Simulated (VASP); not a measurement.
Input of a VASP 6.6.1 run:

File INCAR:

```
SYSTEM = ZrB
ALGO = Normal
EDIFF = 1E-7
ENCUT = 520
GGA = CA
ISIF = 2
ISMEAR = 0
LASPH = .TRUE.
LCHARG = .FALSE.
LREAL = .FALSE.
LWAVE = .FALSE.
NBANDS = 14
NELM = 60
PREC = Accurate
SIGMA = 0.15
```

KPOINTS

```
k-points
0
G
  18 18 18
  0 0 0
```

POSCAR

```
ZrB
1.0
    0.0000000000      2.3031194089      2.7628220429
    2.3031194089      0.0000000000      2.7628220429
    2.3031194089      2.3031194089      0.0000000000
Zr B
1 1
Direct
    0.0000000000      0.0000000000      0.0000000000
    0.5000000000      0.5000000000      0.5000000000
```

Potentials or basis: VASP PAW LDA potentials, release 64 (Zr_sv, B).

Run with:

```sh
$ cat potpaw_LDA.64/Zr_sv/POTCAR potpaw_LDA.64/B/POTCAR > POTCAR
$ mpirun -np 1 vasp_std > vasp.out
```

Q: What does it give for the pressure?

A: 2.2 GPa.

Stress tensor (GPa, compression positive):
```
 17.39   0.00   0.00
  0.00  17.39   0.00
  0.00   0.00 -28.21
```
